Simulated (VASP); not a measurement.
# WC (I4mm) in VASP: a series of runs

The runs below take WC through single point, with PBEsol.

Everything below comes from runs of VASP 6.6.1. Logs are shortened: lines on timing, memory, paths and dates and some standing lists are left out, and cuts for length are marked.

## 1. The cell of the first run

Symmetry: I4mm, No. 107, tetragonal system. The conventional cell has a = 3.101 Å, b = 3.101 Å, c = 4.385 Å, α = 90.00°, β = 90.00°, γ = 90.00°. Within 2.3 Å of W (site symmetry 4mm) lie 5 C at 1.74 to 2.24 Å. C (site symmetry 4mm) has 5 W at 1.74 to 2.24 Å within 2.3 Å.

## 2. Single point, PBEsol (atom 1 (W) moved by (-0.450, +0.000) A along x and z)

INCAR

```
ALGO = Normal
EDIFF = 1E-6
ENCUT = 600
GGA = PS
GGA_COMPAT = False
ISIF = 2
ISMEAR = 0
LASPH = True
LCHARG = True
LELF = True
LREAL = False
LVHAR = True
LWAVE = False
NBANDS = 16
NELM = 120
PREC = Accurate
SIGMA = 0.15
```

KPOINTS

```
k-points
0
Gamma
  18 18 18
```

POSCAR

```
WC
1.0
    0.0000000000      2.1926840000      2.1926840000
    2.1926840000      0.0000000000      2.1926840000
    2.1926840000      2.1926840000      0.0000000000
W C
1 1
Direct
    0.1026139654     -0.1026139654     -0.1026139654
    0.5000000000      0.5000000000      0.5000000000
```

Potentials or basis: VASP PAW PBE potentials, release 64 (W_sv, C).

On the command line:

```bash
$ cat potpaw_PBE.64/W_sv/POTCAR potpaw_PBE.64/C/POTCAR > POTCAR
$ mpirun -np 1 vasp_std > vasp.out
```

OUTCAR:

```text
EDIFF = 1E-6
   ENCUT = 600
   GGA = PS
   ISIF = 2
   ISMEAR = 0
   LASPH = True
   LREAL = False
   NELM = 120
   PREC = Accurate

 ion  position               nearest neighbor table
   1  0.103  0.897  0.897-   2 1.74   2 2.24   2 2.24   2 2.24   2 2.24   2 2.64
   2  0.500  0.500  0.500-   1 1.74   1 2.24   1 2.24   1 2.24   1 2.24   1 2.64

  LATTYP: Found a face centered cubic cell.
 ALAT       =     4.3853680000

  Lattice vectors:

 A1 = (   0.0000000000,   2.1926840000,   2.1926840000)
 A2 = (   2.1926840000,   0.0000000000,   2.1926840000)
 A3 = (   2.1926840000,   2.1926840000,   0.0000000000)

Analysis of symmetry for initial positions (statically):
=====================================================================
 Subroutine PRICEL returns:
 Original cell was already a primitive cell.

 Routine SETGRP: Setting up the symmetry group for a
 face centered cubic supercell.

 Subroutine GETGRP returns: Found  8 space group operations
 (whereof  8 operations were pure point group operations)
 out of a pool of 48 trial point group operations.

The static configuration has the point symmetry C_4v.

Analysis of symmetry for dynamics (positions and initial velocities):
=====================================================================
 Subroutine PRICEL returns:
 Original cell was already a primitive cell.

 Routine SETGRP: Setting up the symmetry group for a
 face centered cubic supercell.

 Subroutine GETGRP returns: Found  8 space group operations
 (whereof  8 operations were pure point group operations)
 out of a pool of 48 trial point group operations.

The dynamic configuration has the point symmetry C_4v.

 Subroutine INISYM returns: Found  8 space group operations
 (whereof  8 operations are pure point group operations),
 and found     1 'primitive' translations

----------------------------------------------------------------------------------------

                                     Primitive cell

  volume of cell :      21.0842

  direct lattice vectors                    reciprocal lattice vectors
     0.000000000  2.192684000  2.192684000    -0.228031034  0.228031034  0.228031034
     2.192684000  0.000000000  2.192684000     0.228031034 -0.228031034  0.228031034
     2.192684000  2.192684000  0.000000000     0.228031034  0.228031034 -0.228031034

  length of vectors
     3.100923451  3.100923451  3.100923451     0.394961337  0.394961337  0.394961337

  position of ions in fractional coordinates (direct lattice)
     0.102613965  0.897386035  0.897386035
     0.500000000  0.500000000  0.500000000

  ion indices of the primitive-cell ions
   primitive index   ion index
                 1           1
                 2           2

----------------------------------------------------------------------------------------

 KPOINTS: k-points

Automatic generation of k-mesh.
 Grid dimensions read from file:
 generate k-points for:   18   18   18

 Generating k-lattice:

  Cartesian coordinates                     Fractional coordinates (reciprocal lattice)
    -0.012668391  0.012668391  0.012668391     0.055555556  0.000000000  0.000000000
     0.012668391 -0.012668391  0.012668391     0.000000000  0.055555556  0.000000000
     0.012668391  0.012668391 -0.012668391     0.000000000  0.000000000  0.055555556

  Length of vectors
     0.021942296  0.021942296  0.021942296

  Shift w.r.t. Gamma in fractional coordinates (k-lattice)
     0.000000000  0.000000000  0.000000000

 Subroutine IBZKPT returns following result:
 ===========================================

 Found    480 irreducible k-points:

 Following reciprocal coordinates:
            Coordinates               Weight
  0.000000  0.000000  0.000000      1.000000
  0.055556  0.000000  0.000000      8.000000
  0.111111  0.000000  0.000000      8.000000
  0.166667  0.000000  0.000000      8.000000
  0.222222  0.000000  0.000000      8.000000
  0.277778  0.000000  0.000000      8.000000
[... 16 lines left out ...]
  0.388889  0.055556  0.000000     16.000000
  0.000000  0.388889  0.055556      8.000000
 [... further k-points ...]
   k-points           NKPTS =    480   k-points in BZ     NKDIM =    480   number of bands    NBANDS=     16
   number of dos      NEDOS =    301   number of ions     NIONS =      2
   total plane-waves  NPLWV =  21952
   dimension x,y,z NGX =    28 NGY =   28 NGZ =   28
   dimension x,y,z NGXF=    56 NGYF=   56 NGZF=   56
   ions per type =               1   1
   NGX,Y,Z   is equivalent  to a cutoff of  15.01, 15.01, 15.01 a.u.
   NGXF,Y,Z  is equivalent  to a cutoff of  30.02, 30.02, 30.02 a.u.
 SYSTEM =  unknown system
   PREC   = accura    normal or accurate (medium, high low for compatibility)
   ISTART =      0    job   : 0-new  1-cont  2-samecut
   ICHARG =      2    charge: 1-file 2-atom 10-const
   ISPIN  =      1    spin polarized calculation?
   LNONCOLLINEAR =      F non collinear calculations
   LSORBIT =      F    spin-orbit coupling
   LASPH  =      T    aspherical Exc in radial PAW
   ENCUT  =  600.0 eV  44.10 Ry    6.64 a.u.   6.19  6.19  6.19*2*pi/ulx,y,z
   NELM   =    120;   NELMIN=  2; NELMDL= -5     # of ELM steps
   EDIFF  = 0.1E-05   stopping-criterion for ELM
   LREAL  =      F    real-space projection
   EDIFFG = 0.1E-04   stopping-criterion for IOM
   NSW    =      0    number of steps for IOM
   IBRION =     -1    ionic relax: 0-MD 1-quasi-New 2-CG
   NFREE  =      0    steps in history (QN), initial steepest desc. (CG)
   ISIF   =      2    stress and relaxation
   ISYM   =      2    0-nonsym 1-usesym 2-fastsym
   POTIM  = 0.5000    time-step for ionic-motion
   TEBEG  =    0.0;   TEEND  =   0.0 temperature during run
   PSTRESS=    0.0 pullay stress
   NELECT =      18.0000    total number of electrons
   NUPDOWN=      -1.0000    fix difference up-down
   EMIN   =  10.00;   EMAX   =-10.00  energy-range for DOS
   EFERMI =   0.00;   METHOD = LEGACY
   ISMEAR =     0;   SIGMA  =   0.15  broadening in eV -4-tet -1-fermi 0-gaus
   EFERMI_NEDOS =   21; number of points for ismear=-14 and -15
   IALGO  =     38    algorithm
   IMIX   =      4    mixing-type and parameters
     AMIX     =   0.40;   BMIX     =  1.00
     AMIX_MAG =   1.60;   BMIX_MAG =  1.00
  volume/ion in A,a.u.               =      10.54        71.14
  Fermi-wavevector in a.u.,A,eV,Ry     =   1.553029  2.934800 32.815887  2.411900
  Thomas-Fermi vector in A             =   2.657319
   LORBIT       =      0    0 simple, 1 ext, 2 COOP (PROOUT), +10 PAW based schemes
   GGA     = PS    functional components
   LHFCALC =     F    Hartree Fock is set to
   AEXX    =    0.0000 exact exchange contribution
   IVDW    =     0    specifies the selected vdW correction
   LEPSILON=     F    determine dielectric tensor
   LRPA    =     F    only Hartree local field effects (RPA)
 non-spin polarized calculation
 Gauss-broadening in eV      SIGMA  =   0.15
  energy-cutoff  :      600.00
  volume of cell :       21.08
 maximum number of plane-waves:       725
 NGX is ok and might be reduce to    28
   NGX = 13   NGY = 13   NGZ = 13

 number of electron      18.0000000 magnetization

 Free energy of the ion-electron system (eV)
  ---------------------------------------------------
  ext. energy  EPLUGINS =         0.00000000
  ---------------------------------------------------
  free energy    TOTEN  =       -21.77929330 eV

  energy without entropy =      -21.76934071  energy(sigma->0) =      -21.77431700

 E-fermi :  11.8727     XC(G=0): -13.7488

 val. band max:       11.8628825406   @ k =   0.0000  -0.3333   0.0556
 cond. band min:      11.8727013477   @ k =   0.1667  -0.3333   0.5000
 fundamental gap:      0.0098188070
 Fermi energy:        11.8726635458

 k-point     1 :       0.0000    0.0000    0.0000
  band No.  band energies     occupation
      1     -62.9050      2.00000
      2     -27.2624      2.00000
      3     -26.9047      2.00000
      4     -26.9047      2.00000
      5      -3.4251      2.00000
      6       7.1681      2.00000
[... 8 lines left out ...]
     15      21.2910      0.00000
     16      33.6426      0.00000

 k-point     2 :       0.0556    0.0000    0.0000
  band No.  band energies     occupation
      1     -62.9038      2.00000
      2     -27.2710      2.00000
      3     -26.9178      2.00000
      4     -26.9071      2.00000
      5      -3.3383      2.00000
      6       6.9158      2.00000
[... 8 lines left out ...]
     15      21.5044      0.00000
     16      32.9923      0.00000

 k-point     3 :       0.1111    0.0000    0.0000
  band No.  band energies     occupation
      1     -62.9005      2.00000
      2     -27.2979      2.00000
      3     -26.9531      2.00000
      4     -26.9140      2.00000
      5      -3.0836      2.00000
      6       6.4552      2.00000
[... 8 lines left out ...]
     15      22.1059      0.00000
     16      31.5256      0.00000

 k-point     4 :       0.1667    0.0000    0.0000
  band No.  band energies     occupation
      1     -62.8953      2.00000
      2     -27.3452      2.00000
      3     -26.9998      2.00000
      4     -26.9246      2.00000
      5      -2.6779      2.00000
      6       5.9111      2.00000
[... 8 lines left out ...]
     15      22.9631      0.00000
     16      29.9383      0.00000

 k-point     5 :       0.2222    0.0000    0.0000
  band No.  band energies     occupation
      1     -62.8890      2.00000
      2     -27.4128      2.00000
      3     -27.0460      2.00000
      4     -26.9375      2.00000
      5      -2.1478      2.00000
      6       5.3252      2.00000
[... 8 lines left out ...]
     15      23.8084      0.00000
     16      28.7387      0.00000

 k-point     6 :       0.2778    0.0000    0.0000
  band No.  band energies     occupation
      1     -62.8824      2.00000
      2     -27.4939      2.00000
      3     -27.0842      2.00000
      4     -26.9511      2.00000
      5      -1.5290      2.00000
      6       4.7238      2.00000
[... 8 lines left out ...]
     15      24.3033      0.00000
     16      28.0924      0.00000

 k-point     7 :       0.3333    0.0000    0.0000
  band No.  band energies     occupation
      1     -62.8761      2.00000
      2     -27.5757      2.00000
      3     -27.1129      2.00000
      4     -26.9639      2.00000
      5      -0.8659      2.00000
      6       4.1250      2.00000
[... 8 lines left out ...]
     15      24.4010      0.00000
     16      27.1010      0.00000

 k-point     8 :       0.3889    0.0000    0.0000
  band No.  band energies     occupation
      1     -62.8710      2.00000
      2     -27.6448      2.00000
      3     -27.1327      2.00000
      4     -26.9743      2.00000
      5      -0.2175      2.00000
      6       3.5540      2.00000
[... 8 lines left out ...]
     15      24.3830      0.00000
     16      26.6130      0.00000

 k-point     9 :       0.4444    0.0000    0.0000
  band No.  band energies     occupation
      1     -62.8676      2.00000
      2     -27.6906      2.00000
      3     -27.1443      2.00000
      4     -26.9811      2.00000
      5       0.3183      2.00000
      6       3.0786      2.00000
[... 8 lines left out ...]
     15      24.5695      0.00000
     16      26.5058      0.00000
[... 172 lines left out ...]
 k-point    19 :       0.2778    0.0556    0.0000
  band No.  band energies     occupation
      1     -62.8839      2.00000
      2     -27.4552      2.00000
      3     -27.0937      2.00000
      4     -26.9504      2.00000
      5      -1.7098      2.00000
      6       4.8900      2.00000
[... 8 lines left out ...]
     15      24.2858      0.00000
     16      27.8322      0.00000

 k-point    20 :       0.0000    0.2778    0.0556
  band No.  band energies     occupation
      1     -62.8837      2.00000
      2     -27.4936      2.00000
      3     -27.0490      2.00000
      4     -26.9609      2.00000
      5      -1.6577      2.00000
      6       4.9274      2.00000
[... 8 lines left out ...]
     15      24.3213      0.00000
     16      27.8885      0.00000

 k-point    21 :       0.3333    0.0556    0.0000
  band No.  band energies     occupation
      1     -62.8774      2.00000
      2     -27.5379      2.00000
      3     -27.1234      2.00000
      4     -26.9644      2.00000
      5      -1.0698      2.00000
      6       4.3107      2.00000
[... 8 lines left out ...]
     15      24.3365      0.00000
     16      27.3378      0.00000

 k-point    22 :       0.0000    0.3333    0.0556
  band No.  band energies     occupation
      1     -62.8773      2.00000
      2     -27.5710      2.00000
      3     -27.0855      2.00000
      4     -26.9733      2.00000
      5      -1.0142      2.00000
      6       4.3232      2.00000
[... 8 lines left out ...]
     15      24.5846      0.00000
     16      26.9102      0.00000

 k-point    23 :       0.3889    0.0556    0.0000
  band No.  band energies     occupation
      1     -62.8719      2.00000
      2     -27.6134      2.00000
      3     -27.1426      2.00000
      4     -26.9770      2.00000
      5      -0.4233      2.00000
      6       3.7478      2.00000
[... 8 lines left out ...]
     15      24.2052      0.00000
     16      26.5796      0.00000

 k-point    24 :       0.0000    0.3889    0.0556
  band No.  band energies     occupation
      1     -62.8718      2.00000
      2     -27.6383      2.00000
      3     -27.1156      2.00000
      4     -26.9826      2.00000
      5      -0.3703      2.00000
      6       3.7433      2.00000
[... 8 lines left out ...]
     15      24.5380      0.00000
     16      26.3966      0.00000

 [... further k-points ...]

------------------------ aborting loop because EDIFF is reached ----------------------------------------

  FORCE on cell =-STRESS in cart. coord.  units (eV):
  Direction    XX          YY          ZZ          XY          YZ          ZX
  --------------------------------------------------------------------------------------
  -------------------------------------------------------------------------------------
  Total       14.1349451     -1.2953618     -1.2953618     -0.0000000      0.0000000     -0.0000000
  in kB     1074.1045859    -98.4336382    -98.4336382     -0.0000000      0.0000000     -0.0000000
  external PRESSURE =     292.4124365 kB  Pullay stress =       0.0000000 kB

 VOLUME and BASIS-vectors are now :
 -----------------------------------------------------------------------------
  energy-cutoff  :      600.00
  volume of cell :       21.08
      direct lattice vectors                 reciprocal lattice vectors
     0.000000000  2.192684000  2.192684000    -0.228031034  0.228031034  0.228031034
     2.192684000  0.000000000  2.192684000     0.228031034 -0.228031034  0.228031034
     2.192684000  2.192684000  0.000000000     0.228031034  0.228031034 -0.228031034

 POSITION                                       TOTAL-FORCE (eV/Angst)
 -----------------------------------------------------------------------------------
      3.93537      2.19268      2.19268         8.254319      0.000000      0.000000
      2.19268      2.19268      2.19268        -8.254319      0.000000      0.000000
 -----------------------------------------------------------------------------------
    total drift:                               -0.000893     -0.000000     -0.000000

  FREE ENERGIE OF THE ION-ELECTRON SYSTEM (eV)
  ---------------------------------------------------
  free  energy   TOTEN  =       -21.7792933000 eV

  energy  without entropy=      -21.7693407092  energy(sigma->0) =      -21.77431700
```

Run time: 5.4 min. Hardware: 1 thread of Intel Xeon 8259CL, shared host; peak memory 0.33 GiB.

Results:

| Quantity | Value |
| --- | --- |
| Free energy | -21.7793 eV |
| Pressure | 29.2 GPa |
| Largest force | 8.254 eV/Å |
| Band gap on the k mesh | zero (bands 9 and 10 overlap by 3.88 eV) |

Forces in eV/Å, atoms in the order of the input:
```
W    8.254  0.000  0.000
C   -8.254  0.000  0.000
```

Caveat: the cell differs from its parent crystal (atom 1 (W) moved by (-0.450, +0.000) A along x and z); the cell stands under pressure; the PAW data sets were made with another functional, which shifts forces and pressure a little; spin-orbit coupling is left out, which moves the levels of the heavy elements.

## 3. Single point, PBEsol (atom 1 (W) moved by (-0.225, +0.000) A along x and z)

INCAR

```
SYSTEM = WC
  ALGO = Normal
  EDIFF = 1E-6
  ENCUT = 600
  GGA = PS
  GGA_COMPAT = .False.
  ISIF = 2
  ISMEAR = 0
  LASPH = .True.
  LCHARG = .False.
  LREAL = .False.
  LWAVE = .False.
  NBANDS = 16
  NELM = 120
  PREC = Accurate
  SIGMA = 0.15
```

KPOINTS

```
k-points
0
Gamma
  18 18 18
  0 0 0
```

POSCAR: that of step 2 with these lines changed.

```diff
@@ -8,3 +8,3 @@
 Direct
-    0.1026139654     -0.1026139654     -0.1026139654
+    0.0513069827     -0.0513069827     -0.0513069827
     0.5000000000      0.5000000000      0.5000000000
```

Potentials or basis: VASP PAW PBE potentials, release 64 (W_sv, C).

On the command line:

```bash
$ cat potpaw_PBE.64/W_sv/POTCAR potpaw_PBE.64/C/POTCAR > POTCAR
$ mpirun -np 1 vasp_std > vasp.out
```

Wall time 6.2 min (1 thread of Intel Xeon 8259CL, shared host); peak memory 0.33 GiB.

The run converged. Its results:

| Property | Result |
| --- | --- |
| Free energy | -22.7976 eV |
| Pressure | -0.7 GPa |
| Largest force | 1.989 eV/Å |
| Band gap on the k mesh | zero (bands 9 and 10 overlap by 3.03 eV) |

Forces on the atoms (eV/Å):
```
W    1.989  0.000  0.000
C   -1.989  0.000  0.000
```

Stress tensor (GPa, compression positive):
```
17.05  0.00  0.00
 0.00 -9.58  0.00
 0.00  0.00 -9.58
```

Levels at points of the mesh, in eV from the Fermi level:
```
           k point  band 7  band 8  band 9  band 10  band 11  band 12
(0.00, 0.00, 0.00)   -3.56   -2.99   -2.59    -0.80     0.18     0.18
(0.50, 0.00, 0.00)   -6.41   -6.32    1.02     1.22     2.44     4.52
(0.50, 0.50, 0.00)   -5.49   -2.78   -1.50     1.58     2.37     2.42
(0.00, 0.50, 0.50)   -5.33   -2.37   -2.37     1.05     2.36     2.36
```

Caveat: the cell differs from its parent crystal (atom 1 (W) moved by (-0.225, +0.000) A along x and z); the PAW data sets were made with another functional, which shifts forces and pressure a little; spin-orbit coupling is left out, which moves the levels of the heavy elements.
